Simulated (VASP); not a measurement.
Write the native input for VASP 6.6.1 that does the following.

- Task: relaxation of cell and atoms
- Functional: PBE
- Potentials or basis: VASP PAW PBE potentials, release 64 (Mg, H)
- Cutoff: 600 eV
- k mesh: 4 × 4 × 4
- Occupations: gaussian, width 0.1 eV
- Spin: no spin polarisation
- Dipole correction: no
- Further INCAR settings: ALGO = Normal; EDIFF = 1e-07; IBRION = 2; EDIFFG = -0.04; NSW = 90; ISIF = 3

The structure of MgH2 lies in POSCAR:

```
MgH2
1.0
    3.9449482900      0.0000000000      0.0000000000
    0.0000000000      3.9449482900      0.0000000000
    0.0000000000      0.0000000000      4.7430608900
Mg H
2 4
Direct
    0.5000000000      0.0000000000      0.0673476100
    0.0000000000      0.5000000000      0.0673476100
    0.8775373700      0.8775373700      0.2594234700
    0.1224626300      0.1224626300      0.2594234700
    0.1224626300      0.8775373700      0.2594234700
    0.8775373700      0.1224626300      0.2594234700
```

One way to write it, as run:

INCAR

```
SYSTEM = MgH2
PREC = Accurate
ENCUT = 600
EDIFF = 1E-7
ISMEAR = 0
SIGMA = 0.1
LREAL = .False.
LASPH = .True.
NELM = 80
ALGO = Normal
ISIF = 3
LWAVE = .False.
LCHARG = .False.
GGA = PE
IBRION = 2
NSW = 90
EDIFFG = -0.04
```

KPOINTS

```
Automatic mesh
0
Gamma
  4 4 4
  0 0 0
```

Potentials or basis: VASP PAW PBE potentials, release 64 (Mg, H).

Launch:

```sh
$ cat potpaw_PBE.64/Mg/POTCAR potpaw_PBE.64/H/POTCAR > POTCAR
$ mpirun -np 1 vasp_std > vasp.out
```

Results of the run:

```yaml
Relaxed_volume: 9.41 Å³/atom
Relaxed_cell: a = 4.561 Å, b = 4.561 Å, c = 2.714 Å, α = 90.00°, β = 90.00°, γ = 90.00°
Space_group_after_relaxing_to_0.05_Å: P4/mmm (No. 123)
Energy_gained_by_relaxing: 807.5 meV/atom
Ionic_steps: 47
Pressure_after_relaxing: 0.0 GPa
Largest_force_after_relaxing: 0.038 eV/Å
Band_gap_on_the_k_mesh: zero (band 4 reaches 2.40 eV, above the bottom of band 5 at 1.88 eV)
```

Caveat: the k points lie up to 0.58 Å⁻¹ apart in the final cell; the volume moved by over 15 % at a fixed basis, so the end points are rough.

Wall time 3.3 min on 1 thread of AMD EPYC 9R45 96-Core Processor (Zen 5), on a shared host, peak memory 0.17 GiB.
